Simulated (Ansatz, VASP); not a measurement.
TaS2 in VASP and in Ansatz

```
Ta S
1.0
     3.35000    0.00000    0.00000
    -1.67500    2.90119    0.00000
     0.00000    0.00000   17.93000
Ta S
1 2
Direct
  0.00000 0.00000 0.50000
  0.66667 0.33333 0.41829
  0.33333 0.66667 0.58171
```

Alike in both runs: task single point; functional PBE; k mesh 9 × 9 × 1; occupations gaussian, width 0.02 eV; no spin polarisation.

```csv
,VASP,Ansatz
version,VASP 6.6.1,Ansatz 0.2.0
potentials or method,"VASP PAW PBE potentials, release 64 (Ta_pv, S), cutoff 400 eV","all-electron LAPW, scalar-relativistic"
```

|  | VASP | Ansatz | Ansatz less VASP |
| --- | --- | --- | --- |
| gap on the k mesh at the Fermi level (eV) | none | none | - |
| rms of the force components (eV/Å) | 0.646 | 0.637 | -0.0096 |

Atom by atom the forces differ by 0.010 eV/Å (rms over components). A gap of «none» marks a metal or a gap that the smearing closes. Ansatz ran all-electron here, and VASP with PAW potentials.

Spin-orbit coupling is off throughout.
